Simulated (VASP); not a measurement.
# Zr4Al3N3O8: single point with PBE

Zr4Al3N3O8:

```
Al N Zr O
1.0
     6.06608   -0.09763   -0.08141
    -0.09763    6.09754    0.19643
    -0.08141    0.19643    6.39616
Al N Zr O
3 3 4 8
Direct
  0.85577 0.90003 0.09706
  0.06854 0.47523 0.38629
  0.56438 0.38367 0.64938
  0.13882 0.95908 0.09202
  0.60613 0.83558 0.94968
  0.35672 0.07560 0.61386
  0.85647 0.32656 0.96132
  0.65345 0.92688 0.62172
  0.26011 0.78511 0.87321
  0.44817 0.12312 0.18110
  0.73192 0.29980 0.30725
  0.90241 0.10174 0.78179
  0.02357 0.59182 0.08518
  0.25454 0.33525 0.24123
  0.51785 0.40217 0.95283
  0.69708 0.81943 0.29930
  0.75111 0.62169 0.71189
  0.19198 0.62233 0.61517
```

| Quantity | Value |
| --- | --- |
| Program | VASP 6.6.1 |
| Task | single point |
| Functional | PBE |
| Potentials or basis | VASP PAW PBE potentials, release 64 (Al, N, Zr_sv, O) |
| Cutoff | 520 eV |
| k mesh | 1 × 1 × 1 |
| Occupations | fermi-dirac, width 0.3275 eV |
| Spin | no spin polarisation |

* Pressure: 5.5 GPa
* Largest force: 6.584 eV/Å

Forces in eV/Å, atoms in the order of the input:
```
Al   0.778 -3.447 -0.491
Al  -0.226  0.857 -0.456
Al  -2.629  0.763 -0.207
N    1.513  2.841  0.289
N   -3.879  1.886 -1.290
N    2.552  0.574 -0.268
Zr   0.174  5.477  3.650
Zr   2.011  0.822 -1.535
Zr   1.248 -0.432  0.475
Zr   0.355 -0.839  0.981
O    2.299 -0.396  0.852
O   -0.331 -0.953 -2.719
O   -1.176 -0.055  0.036
O   -1.780  1.105  2.354
O    0.684 -2.630 -2.136
O   -1.520  0.872  4.775
O    0.237 -4.084 -1.568
O   -0.308 -2.361 -2.741
```

Stress tensor (GPa, compression positive):
```
 4.53 -0.79 -0.93
-0.79  9.12 -0.05
-0.93 -0.05  2.85
```

Levels at points of the mesh, in eV from the Fermi level:
| k point | band 56 | band 57 | band 58 | band 59 | band 60 | band 61 | band 62 | band 63 | band 64 | band 65 |
| --- | --- | --- | --- | --- | --- | --- | --- | --- | --- | --- |
| (0.00, 0.00, 0.00) | -1.68 | -1.19 | -0.99 | -0.75 | -0.48 | 0.25 | 1.05 | 1.70 | 1.84 | 2.40 |

Run time: 54 s on 1 thread of Intel(R) Xeon(R) Platinum 8259CL CPU @ 2.50GHz (Skylake/Cascade Lake), with other jobs on the host, peak memory 0.31 GiB.

Caveat: the k points lie up to 1.04 Å⁻¹ apart; the atoms stand as in a frame of molecular dynamics.
